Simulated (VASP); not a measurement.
A run of VASP 6.6.1 is set up as follows.

POSCAR

```
I
1.0
    3.6350350000     -2.3950200000      0.0000000000
    3.6350350000      2.3950200000      0.0000000000
    0.0000000000      0.0000000000      9.7934400000
I
4
Direct
    0.6493000000      0.3507000000      0.3844000000
    0.1493000000      0.8507000000      0.1156000000
    0.3507000000      0.6493000000      0.6156000000
    0.8507000000      0.1493000000      0.8844000000
```

INCAR.step1

```
PREC = Accurate
ENCUT = 520
EDIFF = 1E-5
ISMEAR = -1
SIGMA = 0.05
LREAL = False
LASPH = True
NELM = 80
ALGO = Normal
ISIF = 2
LWAVE = True
LCHARG = False
GGA = PE
NBANDS = 22
```

The input INCAR.step2:

```
PREC = Accurate
ENCUT = 520
EDIFF = 1E-7
ISMEAR = -1
SIGMA = 0.05
LREAL = False
LASPH = True
NELM = 80
ALGO = Normal
ISIF = 2
LWAVE = False
LCHARG = False
GGA = PE
LHFCALC = True
AEXX = 0.25
HFSCREEN = 0.4
PRECFOCK = Normal
ISTART = 1
NBANDS = 22
```

KPOINTS

```
regular mesh
0
Gamma
  4 4 2
```

Potentials or basis: VASP PAW PBE potentials, release 64 (I).

Run with:

```bash
$ cat potpaw_PBE.64/I/POTCAR > POTCAR
$ cp INCAR.step1 INCAR
$ mpirun -np 1 vasp_std > vasp.out
$ cp INCAR.step2 INCAR
$ mpirun -np 1 vasp_std > vasp.out
```

**Question.** Predict the largest force.

**Answer.** 0.408 eV/Å.

**Question.** What does it give for the band gap on the k mesh?

**Answer.** 1.79 eV (least direct gap 1.96 eV).

Stress tensor (GPa, compression positive):
```
1.09 0.00 0.00
0.00 0.75 0.00
0.00 0.00 1.25
```

Caveat: this functional lacks dispersion, which holds the molecules together, so the pressure and a relaxed volume are unreliable; the PAW data sets were made with another functional, which shifts forces and pressure a little; spin-orbit coupling is left out, which moves the levels of the heavy elements. A k mesh can miss the band edges.
